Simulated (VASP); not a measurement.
Here is a VASP 6.6.1 calculation.

Contents of INCAR:

```
ALGO = Normal
EDIFF = 1E-6
EDIFFG = -0.01
ENCUT = 600
GGA = PS
IBRION = 2
ISIF = 3
ISMEAR = -1
LASPH = True
LCHARG = False
LREAL = False
LWAVE = False
NELM = 80
NSW = 100
PREC = Accurate
SIGMA = 0.03
```

File KPOINTS:

```
k-points
0
Gamma
  6 6 4
```

File POSCAR:

```
SnSe
1.0
    4.1427403523      0.0000000000      0.0000000000
   -2.0713701762      3.5877183864      0.0000000000
    0.0000000000      0.0000000000      6.7650949953
Sn Se
2 2
Direct
    0.3333333333      0.6666666667      0.0000000000
    0.6666666667      0.3333333333      0.5000000000
    0.3333333333      0.6666666667      0.3750000000
    0.6666666667      0.3333333333      0.8750000000
```

Potentials or basis: VASP PAW PBE potentials, release 64 (Sn_d, Se).

The run is started by

```sh
$ cat potpaw_PBE.64/Sn_d/POTCAR potpaw_PBE.64/Se/POTCAR > POTCAR
$ mpirun -np 1 vasp_std > vasp.out
```

What does it give for the space group after relaxing (to 0.1 Å)?

P6_3mc (No. 186).

Estimate the relaxed volume.

32.91 Å³/atom.

Predict the band gap on the k mesh.

0.45 eV.

Final structure:
```
CELL_PARAMETERS angstrom
5.01595 0.00000 0.00000
-2.50798 4.34394 0.00000
0.00000 0.00000 6.04208
ATOMIC_POSITIONS crystal
Sn 0.33333 0.66667 0.95003
Sn 0.66667 0.33333 0.45003
Se 0.33333 0.66667 0.42497
Se 0.66667 0.33333 0.92497
```

Caveat: the volume moved by over 15 % at a fixed basis, so the end points are rough; the structure was generated, so it needn't be the stable form of SnSe; semilocal functionals underestimate gaps, and a narrow one can read as zero; the PAW data sets were made with another functional, which shifts forces and pressure a little; spin-orbit coupling is left out, which moves the levels of the heavy elements. A k mesh can miss the band edges.
